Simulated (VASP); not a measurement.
Input of a VASP 6.6.1 run:

File INCAR:

```
ALGO     = Normal         # electronic algorithm
EDIFF    = 1E-8           # SCF threshold, eV
ENCUT    = 520            # plane-wave cutoff, eV
GGA      = PE             # functional
ISIF     = 2              # what is computed and relaxed
ISMEAR   = -1             # smearing method
LASPH    = True           # aspherical terms in the spheres
LCHARG   = False          # write CHGCAR
LEFG     = True         
LREAL    = False          # projectors in reciprocal space
LWAVE    = False          # write WAVECAR
NBANDS   = 17             # bands
NELM     = 100            # most SCF steps
PREC     = Accurate       # precision mode
SIGMA    = 0.08           # smearing width, eV
```

Contents of KPOINTS:

```
k-points
0
Gamma
  11 11 6
```

File POSCAR:

```
Sr
1.0
    4.2409655759      0.0000000000      0.0000000000
   -2.1204827880      3.6727839253      0.0000000000
    0.0000000000      0.0000000000      6.9517098444
Sr
2
Direct
    0.3333333333      0.6666666667      0.2500000000
    0.6666666667      0.3333333333      0.7500000000
```

Potentials or basis: VASP PAW PBE potentials, release 64 (Sr_sv).

Launch:

```sh
$ cat potpaw_PBE.64/Sr_sv/POTCAR > POTCAR
$ mpirun -np 1 vasp_std > vasp.out
```

Question: What does it give for the band gap on the k mesh?

Answer: Zero (band 10 reaches 1.75 eV, above the bottom of band 11 at 1.65 eV).

Question: What does it give for the pressure?

Answer: 0.3 GPa.

Electric field gradients, principal values (V/Å²):
```
atom  least  middle  greatest (by size)
1 Sr  1.926   1.927              -3.853
2 Sr  1.926   1.927              -3.853
```

Caveat: without QUAD_EFG the Cq values of the log hold for a quadrupole moment of 1 mb, not for the nuclei.
